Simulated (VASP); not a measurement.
Crystal: Be.

```
Be
1.0
     0.04906    3.16384    3.14649
     3.12756    0.05368    3.14187
     3.18299    3.21465   -0.00175
Be
8
Direct
  0.99279 0.99984 0.01845
  0.00913 0.01172 0.50225
  0.99243 0.49986 0.99276
  0.99494 0.49637 0.49972
  0.48884 0.00341 0.00264
  0.50708 0.98163 0.50638
  0.49776 0.51562 0.99253
  0.51702 0.49156 0.48528
```

```yaml
Program: VASP 6.6.1
Task: relaxation of cell and atoms
Functional: PBE
Potentials_or_basis: VASP PAW PBE potentials, release 64 (Be)
Cutoff: 600 eV
k_mesh: 6 × 6 × 6
Occupations: gaussian, width 0.2 eV
Spin: no spin polarisation
```

At the start: pressure 2.6 GPa; volume 7.78 Å³/atom.

Q: Where does the relaxation end?

A: Over 7 steps the energy falls by 24.9 meV/atom and the volume is 7.90 Å³/atom (+1.5 %); space group Fm-3m (No. 225, to 0.05 Å).

The path:
| step | energy change (eV) | largest force (eV/Å) | pressure (GPa) | volume (Å³) |
| --- | --- | --- | --- | --- |
| 1 | 0.0000 | 0.8740 | 2.57 | 62.26 |
| 2 | -0.1581 | 0.4041 | -0.33 | 63.38 |
| 3 | -0.1760 | 0.2339 | -1.48 | 63.94 |
| 4 | -0.1930 | 0.1215 | -0.34 | 63.31 |
| 5 | -0.1964 | 0.1212 | 0.47 | 62.89 |
| 6 | -0.1990 | 0.0528 | 0.08 | 63.09 |
| 7 | -0.1994 | 0.0176 | -0.13 | 63.20 |

Final structure:
```
Be
1.0
     0.00197    3.16185    3.16144
     3.16156    0.00253    3.16107
     3.16369    3.16393    0.00016
Be
8
Direct
  0.99970 0.00023 0.00033
  0.00000 0.99982 0.50009
  0.99987 0.50027 0.99998
  0.00009 0.49981 0.49999
  0.50000 0.00011 0.00006
  0.50013 0.99985 0.50032
  0.49981 0.49993 0.99977
  0.50040 0.49998 0.49947
```
